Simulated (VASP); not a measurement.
A run of VASP 6.6.1 is set up as follows.

The input INCAR:

```
  ALGO = Normal
  EDIFF = 1E-6
  ENCUT = 520
  GGA = CA
  ISIF = 2
  ISMEAR = 0
  LASPH = True
  LCHARG = True
  LELF = True
  LREAL = False
  LVHAR = True
  LWAVE = False
  NBANDS = 14
  NELM = 60
  PREC = Accurate
  SIGMA = 0.15
```

KPOINTS

```
k-points
0
Gamma
  16 16 16
```

Contents of POSCAR:

```
HfN
1.0
    0.0000000000      2.4548220000      2.3934514500
    2.4548220000      0.0000000000      2.3934514500
    2.4548220000      2.4548220000      0.0000000000
Hf N
1 1
Direct
    0.0000000000      0.0000000000      0.0000000000
    0.7500000000      0.7500000000      0.7500000000
```

Potentials or basis: VASP PAW LDA potentials, release 64 (Hf_pv, N).

The run is started by

```console
$ cat potpaw_LDA.64/Hf_pv/POTCAR potpaw_LDA.64/N/POTCAR > POTCAR
$ mpirun -np 1 vasp_std > vasp.out
```

What does it give for the pressure?

-5.2 GPa.

Estimate the band gap on the k mesh.

zero (an odd number of electrons rules out a gap without spin polarisation).

Stress tensor (GPa, compression positive):
```
-6.51  0.00  0.00
 0.00 -6.51  0.00
 0.00  0.00 -2.73
```

Caveat: the cell differs from its parent crystal (strain +0.000 along x and y, -0.025 along z); the cell stands under tension; spin-orbit coupling is left out, which moves the levels of the heavy elements.
